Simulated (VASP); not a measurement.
# CdF2 in VASP: further runs, part 2 of 2

VASP 6.6.1.

## (3) Single point, PBEsol (atoms moved at random and the cell strained at random)

File INCAR:

```
ALGO = Normal ; EDIFF = 1E-7
ENCUT = 520 ; GGA = PS
ISIF = 2 ; ISMEAR = 0
LASPH = T ; LCHARG = F
LREAL = F ; LWAVE = F
NBANDS = 20 ; NELM = 100
PREC = Accurate ; SIGMA = 0.02
```

File KPOINTS:

```
k-points
0
Gamma
  8 8 8
```

File POSCAR:

```
CdF2
1.0
    0.0262395600      2.8636411800      2.8043462400
    2.7737962800      0.0596990400      2.7708867600
    2.7591948000      2.8155802200      0.0743005200
Cd F
1 2
Direct
    0.0014086860     -0.0038919822      0.0043522643
    0.2471455085      0.2582628062      0.2529213066
    0.7514458055      0.7456291759      0.7427264291
```

Potentials or basis: VASP PAW PBE potentials, release 64 (Cd, F).

Run with:

```sh
$ cat potpaw_PBE.64/Cd/POTCAR potpaw_PBE.64/F/POTCAR > POTCAR
$ mpirun -np 1 vasp_std > vasp.out
```

OUTCAR:

```text
EDIFF = 1E-7
   ENCUT = 520
   GGA = PS
   ISIF = 2
   ISMEAR = 0
   LASPH = T
   LREAL = F
   NELM = 100
   PREC = Accurate

 ion  position               nearest neighbor table
   1  0.001  0.996  0.004-   3 2.32   2 2.34   2 2.37   3 2.38   3 2.42   2 2.43   2 2.47   3 2.49

   2  0.247  0.258  0.253-   1 2.34   1 2.37   1 2.43   1 2.47
   3  0.751  0.746  0.743-   1 2.32   1 2.38   1 2.42   1 2.49

  LATTYP: Found a triclinic cell.
 ALAT       =     3.9428629810
 B/A-ratio  =     0.9944900492
 C/A-ratio  =     0.9798018741
 COS(alpha) =     0.0008677145
 COS(beta)  =     0.4728541591
 COS(gamma) =     0.5192202654

  Lattice vectors:

 A1 = (   2.7591948000,   2.8155802200,   0.0743005200)
 A2 = (   2.7737962800,   0.0596990400,   2.7708867600)
 A3 = (   2.7329552400,  -0.0480609600,  -2.7300457200)

Analysis of symmetry for initial positions (statically):
=====================================================================
 Subroutine PRICEL returns:
[... 169 lines left out ...]
  ---------------------------------------------------
  free energy    TOTEN  =       -11.50796927 eV

  energy without entropy =      -11.50796927  energy(sigma->0) =      -11.50796927

 E-fermi :  -1.8212     XC(G=0): -10.2400

 val. band max:       -2.0096668814   @ k =  -0.2500   0.5000   0.2500
 cond. band min:       0.6056570063   @ k =   0.0000   0.0000   0.0000
 fundamental gap:      2.6153238878
 Fermi energy:        -1.8212053902

 k-point     1 :       0.0000    0.0000    0.0000
  band No.  band energies     occupation
      1     -22.3297      2.00000
      2     -21.4081      2.00000
      3      -7.5183      2.00000
      4      -7.4632      2.00000
      5      -7.3899      2.00000
      6      -6.5386      2.00000
[... 541 lines left out ...]
     19      17.3503      0.00000
     20      17.8297      0.00000

 [... further k-points ...]

------------------------ aborting loop because EDIFF is reached ----------------------------------------

  FORCE on cell =-STRESS in cart. coord.  units (eV):
  Direction    XX          YY          ZZ          XY          YZ          ZX
  --------------------------------------------------------------------------------------
  -------------------------------------------------------------------------------------
  Total       -1.5750920     -2.1652136     -1.5880908      0.0092337     -0.1317585     -0.0364345
  in kB      -59.3244946    -81.5509184    -59.8140806      0.3477810     -4.9625707     -1.3722726
  external PRESSURE =     -66.8964979 kB  Pullay stress =       0.0000000 kB

 VOLUME and BASIS-vectors are now :
 -----------------------------------------------------------------------------
  energy-cutoff  :      520.00
  volume of cell :       42.54
      direct lattice vectors                 reciprocal lattice vectors
     0.026239560  2.863641180  2.804346240    -0.183297787  0.174884321  0.179722355
     2.773796280  0.059699040  2.770886760     0.180614889 -0.181853676  0.184008812
     2.759194800  2.815580220  0.074300520     0.182597019  0.181152909 -0.186691710

 POSITION                                       TOTAL-FORCE (eV/Angst)
 -----------------------------------------------------------------------------------
      2.77505      0.07575      2.76438        -0.005761     -0.092424      0.066441
      1.42071      1.43527      1.42749        -0.167841      0.013392     -0.085139
      4.13727      4.28759      4.22855         0.173602      0.079032      0.018697
 -----------------------------------------------------------------------------------
    total drift:                               -0.000218      0.000374      0.000301

  FREE ENERGIE OF THE ION-ELECTRON SYSTEM (eV)
  ---------------------------------------------------
  free  energy   TOTEN  =       -11.5079692657 eV

  energy  without entropy=      -11.5079692657  energy(sigma->0) =      -11.50796927
```

OSZICAR:

```text
N       E                     dE             d eps       ncg     rms          rms(c)
DAV:   1     0.193672634179E+03    0.19367E+03   -0.15349E+04 10816   0.130E+03
DAV:   2    -0.428043446034E+01   -0.19795E+03   -0.18965E+03 11404   0.338E+02
DAV:   3    -0.130257001546E+02   -0.87453E+01   -0.87196E+01 11884   0.768E+01
DAV:   4    -0.130643626186E+02   -0.38662E-01   -0.38660E-01 11252   0.530E+00
DAV:   5    -0.130645032052E+02   -0.14059E-03   -0.14059E-03 11940   0.287E-01    0.860E+00
DAV:   6    -0.115045703390E+02    0.15599E+01   -0.35092E+00 13488   0.387E+01    0.648E+00
DAV:   7    -0.115356548564E+02   -0.31085E-01   -0.85153E-01 10844   0.810E+00    0.377E+00
DAV:   8    -0.115205924078E+02    0.15062E-01   -0.19792E-01 10868   0.384E+00    0.823E-01
DAV:   9    -0.115073114777E+02    0.13281E-01   -0.44648E-02 12404   0.231E+00    0.121E-01
DAV:  10    -0.115078031914E+02   -0.49171E-03   -0.37817E-03 10912   0.644E-01    0.123E-01
DAV:  11    -0.115079575529E+02   -0.15436E-03   -0.32460E-04 11572   0.180E-01    0.655E-02
DAV:  12    -0.115079643669E+02   -0.68140E-05   -0.18619E-04 10668   0.113E-01    0.185E-02
DAV:  13    -0.115079691999E+02   -0.48329E-05   -0.17563E-05 11576   0.349E-02    0.545E-03
DAV:  14    -0.115079692657E+02   -0.65826E-07   -0.96277E-07 11232   0.726E-03
   1 F= -.11507969E+02 E0= -.11507969E+02  d E =-.120594E-42
```

It took 88 s on 1 thread of Intel Xeon 6975P-C (Granite Rapids), shared host; peak memory 0.32 GiB.

Results:

```
Free energy            : -11.5080 eV
Pressure               : -6.7 GPa
Largest force          : 0.192 eV/Å
Band gap on the k mesh : 2.62 eV (least direct gap 3.09 eV)
```

Forces in eV/Å, atoms in the order of the input:
```
Cd  -0.006 -0.092  0.066
F   -0.168  0.013 -0.085
F    0.174  0.079  0.019
```

Levels at points of the mesh, in eV from the valence-band top:
```csv
k point,band 11,band 12,band 13,band 14,band 15,band 16
"(0.00, 0.00, 0.00)",-0.71,-0.61,-0.47,2.62,11.65,12.11
"(0.50, 0.00, 0.00)",-1.45,-0.53,-0.34,6.37,8.61,13.23
"(0.00, 0.50, 0.00)",-1.54,-0.56,-0.39,6.54,8.76,13.08
"(0.50, 0.50, 0.00)",-0.36,-0.16,-0.07,7.21,8.97,11.50
"(0.00, 0.00, 0.50)",-1.52,-0.57,-0.42,6.57,8.81,13.09
"(0.50, 0.00, 0.50)",-0.47,-0.11,-0.06,7.23,9.02,11.52
"(0.00, 0.50, 0.50)",-0.36,-0.19,-0.02,7.19,8.98,11.49
"(0.50, 0.50, 0.50)",-1.47,-0.47,-0.36,6.25,8.49,13.47
```

Caveat: the cell differs from its parent crystal (atoms moved at random and the cell strained at random); the cell stands under tension; the PAW data sets were made with another functional, which shifts forces and pressure a little. A k mesh can miss the band edges.

## (4) Single point, PBEsol (strained)

File INCAR:

```
PREC     = Accurate       # precision mode
ENCUT    = 700            # plane-wave cutoff, eV
EDIFF    = 1E-6           # SCF threshold, eV
ISMEAR   = 0              # smearing method
SIGMA    = 0.02           # smearing width, eV
LREAL    = False          # projectors in reciprocal space
LASPH    = True           # aspherical terms in the spheres
NELM     = 120            # most SCF steps
ALGO     = Normal         # electronic algorithm
ISIF     = 2              # what is computed and relaxed
LWAVE    = False          # write WAVECAR
LCHARG   = True           # write CHGCAR
GGA      = PS             # functional
LELF     = True           # ELF
LVHAR    = True         
NBANDS   = 24             # bands
GGA_COMPAT= False
```

File KPOINTS:

```
Automatic mesh
0
Gamma
  8 8 8
```

File POSCAR:

```
CdF2
1.0
    0.0000000000      2.5922745600      2.5922745600
    2.5922745600      0.0000000000      2.5922745600
    2.5922745600      2.5922745600      0.0000000000
Cd F
1 2
Direct
    0.0000000000      0.0000000000      0.0000000000
    0.2500000000      0.2500000000      0.2500000000
    0.7500000000      0.7500000000      0.7500000000
```

Potentials or basis: VASP PAW PBE potentials, release 64 (Cd_sv_GW, F).

Run with:

```sh
$ cat potpaw_PBE.64/Cd_sv_GW/POTCAR potpaw_PBE.64/F/POTCAR > POTCAR
$ mpirun -np 1 vasp_std > vasp.out
```

It took 33 s on 1 thread of Intel Xeon Platinum 8259CL at 2.50GHz (Skylake/Cascade Lake), shared host; peak memory 0.21 GiB.

Results (log left out):

```
Free energy            : -11.5276 eV
Pressure               : 15.8 GPa
Band gap on the k mesh : 3.33 eV (least direct gap 3.65 eV)
```

Levels at points of the mesh, in eV from the valence-band top:
```csv
k point,band 15,band 16,band 17,band 18,band 19,band 20
"(0.00, 0.00, 0.00)",-0.32,-0.32,-0.32,3.33,12.99,12.99
"(0.50, 0.00, 0.00)",-2.38,-0.30,-0.30,7.96,9.28,15.34
"(0.50, 0.50, 0.00)",-0.79,-0.11,-0.11,8.84,10.12,11.89
```

Caveat: the cell differs from its parent crystal (strained); the cell stands under pressure; the PAW data sets were made with another functional, which shifts forces and pressure a little. A k mesh can miss the band edges.

## (5) Overview

| potentials or basis | cell | cutoff (eV) | gap on the mesh (eV) | pressure (GPa) | largest force (eV/Å) |
| --- | --- | --- | --- | --- | --- |
| VASP PAW PBE potentials, release 64 (Cd, F) | a = 3.810 Å, angles 60.0°, 3 atoms, atomic positions A | 520 | 2.90 | 0.6 | 0.20 |
| VASP PAW PBE potentials, release 64 (Cd, F) | a = 4.008, b = 3.921, c = 3.943 Å, angles 58.7, 58.1, 59.3°, 3 atoms, atomic positions B | 520 | 2.62 | -6.7 | 0.19 |
| VASP PAW PBE potentials, release 64 (Cd_sv_GW, F) | a = 3.666 Å, angles 60.0°, 3 atoms, atomic positions C | 700 | 3.33 | 15.8 | - |

Alike in all rows: task single point; level PBEsol; no spin polarisation; k mesh 8 × 8 × 8; smearing gaussian 0.02 eV.

Caveats: the PAW data sets were made with another functional, which shifts forces and pressure a little; the cell stands under tension (at least some runs); the cell stands under pressure (at least some runs).

Total energies depend on the potentials used, so only differences within one code and one set of settings carry meaning.
